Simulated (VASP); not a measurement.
# Sr (P6_3/mmc) in VASP: a series of runs

Runs on Sr. Level: PBE. Tasks: electric field gradients.

Program: VASP 6.6.1. These are calculated values, not measurements. Logs are shortened: lines on timing, memory, paths and dates and some standing lists are left out, and cuts for length are marked.

### 1 The cell of the first run

The structure is hexagonal, space group P6_3/mmc (No. 194). Conventional cell: a = 4.354 Å, b = 4.354 Å, c = 6.909 Å, α = 90.00°, β = 90.00°, γ = 120.00°. Within 5.6 Å of Sr (site symmetry -6m2) lie 12 Sr at 4.27 to 4.35 Å.

### 2 Electric field gradients, PBE (z stretched by -2 % at fixed volume)

File INCAR:

```
SYSTEM = Sr
  PREC = Accurate
  ENCUT = 520
  EDIFF = 1E-8
  ISMEAR = -1
  SIGMA = 0.08
  LREAL = .False.
  LASPH = .True.
  NELM = 100
  ALGO = Normal
  ISIF = 2
  LWAVE = .False.
  LCHARG = .False.
  GGA = PE
  LEFG = .True.
  NBANDS = 17
```

File KPOINTS:

```
regular mesh
0
Gamma
  10 10 5
  0 0 0
```

File POSCAR:

```
Sr
1.0
    4.3537576902      0.0000000000      0.0000000000
   -2.1768788451      3.7704647616      0.0000000000
    0.0000000000      0.0000000000      6.9090000000
Sr
2
Direct
    0.3333333333      0.6666666667      0.2500000000
    0.6666666667      0.3333333333      0.7500000000
```

Potentials or basis: VASP PAW PBE potentials, release 64 (Sr_sv).

Command:

```bash
$ cat potpaw_PBE.64/Sr_sv/POTCAR > POTCAR
$ mpirun -np 1 vasp_std > vasp.out
```

OUTCAR:

```text
SYSTEM = Sr
   PREC = Accurate
   ENCUT = 520
   EDIFF = 1E-8
   ISMEAR = -1
   LREAL = .False.
   LASPH = .True.
   NELM = 100
   ISIF = 2
   GGA = PE

 ion  position               nearest neighbor table
   1  0.333  0.667  0.250-   2 4.27   2 4.27   2 4.27   2 4.27   2 4.27   2 4.27
   2  0.667  0.333  0.750-   1 4.27   1 4.27   1 4.27   1 4.27   1 4.27   1 4.27

  LATTYP: Found a hexagonal cell.
 ALAT       =     4.3537576902
 C/A-ratio  =     1.5869050351

  Lattice vectors:

 A1 = (   4.3537576902,   0.0000000000,   0.0000000000)
 A2 = (  -2.1768788451,   3.7704647616,   0.0000000000)
 A3 = (   0.0000000000,   0.0000000000,   6.9090000000)

Analysis of symmetry for initial positions (statically):
=====================================================================
 Subroutine PRICEL returns:
 Original cell was already a primitive cell.

 Routine SETGRP: Setting up the symmetry group for a
 hexagonal supercell.

 Subroutine GETGRP returns: Found 24 space group operations
 (whereof 12 operations were pure point group operations)
 out of a pool of 24 trial point group operations.

The static configuration has the point symmetry D_3d.
 The point group associated with its full space group is D_6h.

Analysis of symmetry for dynamics (positions and initial velocities):
=====================================================================
 Subroutine PRICEL returns:
 Original cell was already a primitive cell.

 Routine SETGRP: Setting up the symmetry group for a
 hexagonal supercell.

 Subroutine GETGRP returns: Found 24 space group operations
 (whereof 12 operations were pure point group operations)
 out of a pool of 24 trial point group operations.

The dynamic configuration has the point symmetry D_3d.
 The point group associated with its full space group is D_6h.

 Subroutine INISYM returns: Found 24 space group operations
 (whereof 12 operations are pure point group operations),
 and found     1 'primitive' translations

----------------------------------------------------------------------------------------

                                     Primitive cell

  volume of cell :     113.4160

[... 123 lines left out ...]
   NGX = 17   NGY = 17   NGZ = 25

 number of electron      20.0000000 magnetization

 Free energy of the ion-electron system (eV)
  ---------------------------------------------------
  ext. energy  EPLUGINS =         0.00000000
  ---------------------------------------------------
  free energy    TOTEN  =        -3.28856731 eV

  energy without entropy =       -3.22633336  energy(sigma->0) =       -3.25745033

 E-fermi :   1.4905     XC(G=0):  -7.2572

 val. band max:        1.4877705332   @ k =   0.3000   0.3000   0.2000
 cond. band min:       1.4988432618   @ k =   0.3000   0.3000   0.2000
 fundamental gap:      0.0110727286
 Fermi energy:         1.4904702075

 k-point     1 :       0.0000    0.0000    0.0000
  band No.  band energies     occupation
      1     -35.1889      2.00000
      2     -35.1753      2.00000
      3     -17.2660      2.00000
      4     -17.1123      2.00000
      5     -17.1123      2.00000
      6     -17.0837      2.00000
[... 457 lines left out ...]
      4     -17.2125      2.00000
      5     -17.1693      2.00000
      6     -17.1477      2.00000
[... 9 lines left out ...]
     16       5.2107      0.00000
     17       5.5998      0.00000

 [... further k-points ...]

------------------------ aborting loop because EDIFF is reached ----------------------------------------

  FORCE on cell =-STRESS in cart. coord.  units (eV):
  Direction    XX          YY          ZZ          XY          YZ          ZX
  --------------------------------------------------------------------------------------
  -------------------------------------------------------------------------------------
  Total       -0.3390717     -0.3390717      0.1097696      0.0000000      0.0000000      0.0000000
  in kB       -4.7899147     -4.7899147      1.5506658      0.0000000      0.0000000      0.0000000
  external PRESSURE =      -2.6763879 kB  Pullay stress =       0.0000000 kB

 VOLUME and BASIS-vectors are now :
 -----------------------------------------------------------------------------
  energy-cutoff  :      520.00
  volume of cell :      113.42
      direct lattice vectors                 reciprocal lattice vectors
     4.353757690  0.000000000  0.000000000     0.229686646  0.132609647  0.000000000
    -2.176878845  3.770464762  0.000000000     0.000000000  0.265219293  0.000000000
     0.000000000  0.000000000  6.909000000     0.000000000  0.000000000  0.144738747

 POSITION                                       TOTAL-FORCE (eV/Angst)
 -----------------------------------------------------------------------------------
     -0.00000      2.51364      1.72725         0.000000      0.000000      0.000000
      2.17688      1.25682      5.18175        -0.000000     -0.000000      0.000000
 -----------------------------------------------------------------------------------
    total drift:                                0.000000     -0.000000      0.000000

  FREE ENERGIE OF THE ION-ELECTRON SYSTEM (eV)
  ---------------------------------------------------
  free  energy   TOTEN  =        -3.2885673127 eV

  energy  without entropy=       -3.2263333553  energy(sigma->0) =       -3.25745033

 Electric field gradients (V/A^2)
---------------------------------------------------------------------
 ion       V_xx      V_yy      V_zz      V_xy      V_xz      V_yz
---------------------------------------------------------------------
   1      -1.355    -1.355     2.709    -0.000    -0.000     0.000
   2      -1.355    -1.355     2.709    -0.000     0.000    -0.000
---------------------------------------------------------------------

 Electric field gradients after diagonalization (V/A^2)
 (convention: |V_zz| > |V_xx| > |V_yy|)
----------------------------------------------------------------------
 ion       V_xx      V_yy      V_zz     asymmetry (V_yy - V_xx)/ V_zz
----------------------------------------------------------------------
   1      -1.355    -1.355     2.709       0.000
   2      -1.355    -1.355     2.709       0.000
----------------------------------------------------------------------

           NMR quadrupolar parameters

 Cq : quadrupolar parameter    Cq=e*Q*V_zz/h
 eta: asymmetry parameters     (V_yy - V_xx)/ V_zz
 Q  : nuclear electric quadrupole moment in mb (millibarn)
----------------------------------------------------------------------
 ion       Cq(MHz)       eta       Q (mb)
----------------------------------------------------------------------
   1       0.007       0.000       1.000
   2       0.007       0.000       1.000
----------------------------------------------------------------------
```

OSZICAR:

```text
N       E                     dE             d eps       ncg     rms          rms(c)
DAV:   1     0.106051267427E+03    0.10605E+03   -0.93130E+03  1428   0.985E+02
DAV:   2     0.507680298299E+01   -0.10097E+03   -0.99581E+02  1861   0.226E+02
DAV:   3    -0.312548391389E+01   -0.82023E+01   -0.81801E+01  2629   0.461E+01
DAV:   4    -0.327869108230E+01   -0.15321E+00   -0.15299E+00  1998   0.617E+00
DAV:   5    -0.328210981014E+01   -0.34187E-02   -0.34183E-02  2331   0.693E-01    0.156E+01
DAV:   6    -0.328557185505E+01   -0.34620E-02   -0.14055E-02  1935   0.121E+00    0.882E+00
DAV:   7    -0.328838621691E+01   -0.28144E-02   -0.23881E-02  1745   0.158E+00    0.438E-01
DAV:   8    -0.328848067896E+01   -0.94462E-04   -0.31097E-03  2350   0.282E-01    0.148E-01
DAV:   9    -0.328853655957E+01   -0.55881E-04   -0.12399E-04  2006   0.596E-02    0.448E-02
DAV:  10    -0.328856904791E+01   -0.32488E-04   -0.17579E-05  1895   0.314E-02    0.240E-02
DAV:  11    -0.328856794005E+01    0.11079E-05   -0.88168E-07  2379   0.648E-03    0.413E-03
DAV:  12    -0.328856700372E+01    0.93633E-06   -0.39451E-07  1918   0.387E-03    0.139E-03
DAV:  13    -0.328856732202E+01   -0.31829E-06   -0.30222E-08  1886   0.115E-03    0.249E-04
DAV:  14    -0.328856730773E+01    0.14291E-07   -0.17421E-09  1386   0.288E-04    0.538E-04
DAV:  15    -0.328856731272E+01   -0.49899E-08   -0.32996E-10  1210   0.126E-04
   1 F= -.32885673E+01 E0= -.32574503E+01  d E =-.622340E-01
```

Wall time 60 s (1 thread of Oxide Virtual Turin-like, shared host); peak memory 0.22 GiB.

Results:

| Quantity | Value |
| --- | --- |
| Free energy | -3.2886 eV |
| Pressure | -0.3 GPa |
| Band gap on the k mesh | zero (band 10 reaches 1.61 eV, above the bottom of band 11 at 1.43 eV) |

Stress tensor (GPa, compression positive):
```
-0.48  0.00  0.00
 0.00 -0.48  0.00
 0.00  0.00  0.16
```

Levels at points of the mesh, in eV from the Fermi level:
| k point | band 8 | band 9 | band 10 | band 11 | band 12 | band 13 |
| --- | --- | --- | --- | --- | --- | --- |
| (0.00, 0.00, 0.00) | -18.57 | -3.61 | -1.04 | 0.13 | 2.23 | 2.23 |
| (0.50, 0.00, 0.00) | -18.59 | -1.16 | -0.58 | 0.11 | 0.23 | 1.33 |

Electric field gradients, principal values (V/Å²):
| atom | least | middle | greatest (by size) |
| --- | --- | --- | --- |
| 1 Sr | -1.355 | -1.355 | 2.709 |
| 2 Sr | -1.355 | -1.355 | 2.709 |

Caveat: without QUAD_EFG the Cq values of the log hold for a quadrupole moment of 1 mb, not for the nuclei.

### 3 Electric field gradients, PBE

This run uses another cell than the first one, of the same volume but with other edges.

File INCAR:

```
SYSTEM = Sr
  ALGO = Normal
  EDIFF = 1E-8
  ENCUT = 520
  GGA = PE
  ISIF = 2
  ISMEAR = -1
  LASPH = .TRUE.
  LCHARG = .FALSE.
  LEFG = .TRUE.
  LREAL = .FALSE.
  LWAVE = .FALSE.
  NBANDS = 17
  NELM = 60
  PREC = Accurate
  SIGMA = 0.08
```

File KPOINTS:

```
k-points
0
G
  10 10 5
  0 0 0
```

File POSCAR:

```
Sr
1.0
    4.3100002207      0.0000000000      0.0000000000
   -2.1550001104      3.7325696814      0.0000000000
    0.0000000000      0.0000000000      7.0500000000
Sr
2
Direct
    0.3333333333      0.6666666667      0.2500000000
    0.6666666667      0.3333333333      0.7500000000
```

Potentials or basis: VASP PAW PBE potentials, release 64 (Sr_sv).

Command:

```bash
$ cat potpaw_PBE.64/Sr_sv/POTCAR > POTCAR
$ mpirun -np 1 vasp_std > vasp.out
```

OUTCAR:

```text
SYSTEM = Sr
   EDIFF = 1E-8
   ENCUT = 520
   GGA = PE
   ISIF = 2
   ISMEAR = -1
   LASPH = .TRUE.
   LREAL = .FALSE.
   NELM = 60
   PREC = Accurate

 ion  position               nearest neighbor table
   1  0.333  0.667  0.250-   2 4.31   2 4.31   2 4.31   2 4.31   2 4.31   2 4.31
   2  0.667  0.333  0.750-   1 4.31   1 4.31   1 4.31   1 4.31   1 4.31   1 4.31

  LATTYP: Found a hexagonal cell.
 ALAT       =     4.3100002207
 C/A-ratio  =     1.6357307747

  Lattice vectors:

 A1 = (   4.3100002207,   0.0000000000,   0.0000000000)
 A2 = (  -2.1550001104,   3.7325696814,   0.0000000000)
[... 694 lines left out ...]
  free  energy   TOTEN  =        -3.2940662226 eV

  energy  without entropy=       -3.2335801701  energy(sigma->0) =       -3.26382320

 Electric field gradients (V/A^2)
---------------------------------------------------------------------
 ion       V_xx      V_yy      V_zz      V_xy      V_xz      V_yz
---------------------------------------------------------------------
   1       2.316     2.316    -4.633     0.000     0.000    -0.000
   2       2.316     2.316    -4.633     0.000    -0.000     0.000
---------------------------------------------------------------------

 Electric field gradients after diagonalization (V/A^2)
 (convention: |V_zz| > |V_xx| > |V_yy|)
----------------------------------------------------------------------
 ion       V_xx      V_yy      V_zz     asymmetry (V_yy - V_xx)/ V_zz
----------------------------------------------------------------------
   1       2.316     2.316    -4.633       0.000
   2       2.316     2.316    -4.633       0.000
----------------------------------------------------------------------

           NMR quadrupolar parameters

 Cq : quadrupolar parameter    Cq=e*Q*V_zz/h
 eta: asymmetry parameters     (V_yy - V_xx)/ V_zz
 Q  : nuclear electric quadrupole moment in mb (millibarn)
----------------------------------------------------------------------
 ion       Cq(MHz)       eta       Q (mb)
----------------------------------------------------------------------
   1      -0.011       0.000       1.000
   2      -0.011       0.000       1.000
----------------------------------------------------------------------
```

OSZICAR:

```text
N       E                     dE             d eps       ncg     rms          rms(c)
DAV:   1     0.108869403809E+03    0.10887E+03   -0.93660E+03  1428   0.986E+02
DAV:   2     0.548879372311E+01   -0.10338E+03   -0.10172E+03  1823   0.227E+02
DAV:   3    -0.304151978269E+01   -0.85303E+01   -0.85068E+01  2561   0.473E+01
DAV:   4    -0.328240284930E+01   -0.24088E+00   -0.24061E+00  1990   0.704E+00
DAV:   5    -0.328791736605E+01   -0.55145E-02   -0.55137E-02  2292   0.845E-01    0.157E+01
DAV:   6    -0.329129391142E+01   -0.33765E-02   -0.14664E-02  1900   0.123E+00    0.886E+00
DAV:   7    -0.329389169943E+01   -0.25978E-02   -0.24013E-02  1714   0.158E+00    0.440E-01
DAV:   8    -0.329398047944E+01   -0.88780E-04   -0.32308E-03  2339   0.284E-01    0.150E-01
DAV:   9    -0.329403512568E+01   -0.54646E-04   -0.12229E-04  2023   0.600E-02    0.457E-02
DAV:  10    -0.329406777877E+01   -0.32653E-04   -0.17609E-05  1921   0.322E-02    0.251E-02
DAV:  11    -0.329406686721E+01    0.91156E-06   -0.85821E-07  2365   0.628E-03    0.442E-03
DAV:  12    -0.329406588031E+01    0.98690E-06   -0.41122E-07  1875   0.407E-03    0.163E-03
DAV:  13    -0.329406622311E+01   -0.34281E-06   -0.35176E-08  1927   0.122E-03    0.259E-04
DAV:  14    -0.329406622263E+01    0.48772E-09   -0.17714E-09  1410   0.277E-04
   1 F= -.32940662E+01 E0= -.32638232E+01  d E =-.604861E-01
```

It took 2.1 min on 1 thread of Oxide Virtual Turin-like, shared host; peak memory 0.22 GiB.

Results:

| Item | Value |
| --- | --- |
| Free energy | -3.2941 eV |
| Pressure | -0.3 GPa |
| Band gap on the k mesh | zero (band 10 reaches 1.61 eV, above the bottom of band 11 at 1.47 eV) |

Stress tensor (GPa, compression positive):
```
-0.32  0.00  0.00
 0.00 -0.32  0.00
 0.00  0.00 -0.19
```

Electric field gradients, principal values (V/Å²):
| atom | least | middle | greatest (by size) |
| --- | --- | --- | --- |
| 1 Sr | 2.316 | 2.316 | -4.633 |
| 2 Sr | 2.316 | 2.316 | -4.633 |

Caveat: without QUAD_EFG the Cq values of the log hold for a quadrupole moment of 1 mb, not for the nuclei.
